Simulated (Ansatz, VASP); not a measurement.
**InSe: VASP beside Ansatz**

```
CELL_PARAMETERS angstrom
4.00000 0.00000 0.00000
-2.00000 3.49874 0.00000
0.00000 0.00000 34.56000
ATOMIC_POSITIONS crystal
Se 0.33276 0.66551 0.26023
Se 0.33276 0.66551 0.41627
In 0.00058 0.00115 0.29782
In 0.00058 0.00115 0.37868
```

Alike in both runs: functional PBE; dispersion D3(BJ); k mesh 10 × 10 × 1; occupations gaussian, width 0.02 eV; no spin polarisation.

Ansatz relaxed the structure, and its values are those at the end. VASP's run is a single point on that final structure, the one shown.

|  | VASP | Ansatz |
| --- | --- | --- |
| version | VASP 6.6.1 | Ansatz 0.2.0 |
| potentials or method | VASP PAW PBE potentials, release 64 (Se, In_d) | scalar-relativistic, plane waves, PAW |
| plane-wave cutoff (eV) | 520 | 420 |
| valence electrons in the cell | 38 | 58 |

Ansatz gave:

* gap on the k mesh at the Fermi level (eV): 1.65
* least direct gap on the mesh (eV): 1.73
* rms of the force components (eV/Å): 0.002

Q: Estimate VASP's values.

A: gap on the k mesh at the Fermi level (eV): 1.64; least direct gap on the mesh (eV): 1.72; rms of the force components (eV/Å): 0.009.

VASP's potentials hold 38 valence electrons a cell and Ansatz's 58, so a difference there can come from the potentials and not from the codes. Ansatz's warnings: slab cell height set.
